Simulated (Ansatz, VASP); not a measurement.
**CsH: VASP beside Ansatz**

```
Cs H
1.0
     3.05037    3.05037    0.00000
    -3.05037    3.05037    0.00000
     0.00000    0.00000    5.98019
Cs H
2 2
Direct
  0.00000 0.00000 0.00000
  0.50000 0.50000 0.50000
  0.50000 0.50000 0.00000
  0.00000 0.00000 0.50000
```

Alike in both runs: task single point; functional LDA; k mesh 6 × 6 × 6; occupations gaussian, width 0.02 eV; no spin polarisation.

```csv
,VASP,Ansatz
version,VASP 6.6.1,Ansatz 0.2.0
potentials or method,"VASP PAW LDA potentials, release 64 (Cs_sv, H), cutoff 520 eV","scalar-relativistic, plane waves, PAW"
valence electrons in the cell,20,20
```

Ansatz gave:

* gap on the k mesh at the Fermi level (eV): 1.72
* least direct gap on the mesh (eV): 1.72
* pressure (GPa): 0.2
* traceless stress, the component that is largest in VASP (GPa): 0.48

What did VASP give for the same quantities?

gap on the k mesh at the Fermi level (eV): 1.69; least direct gap on the mesh (eV): 1.69; pressure (GPa): 0.3; traceless stress, the component that is largest in VASP (GPa): 0.49.

LDA's correlation is that of Perdew and Zunger in VASP and of Perdew and Wang (1992) in Ansatz.

Spin-orbit coupling is off throughout.
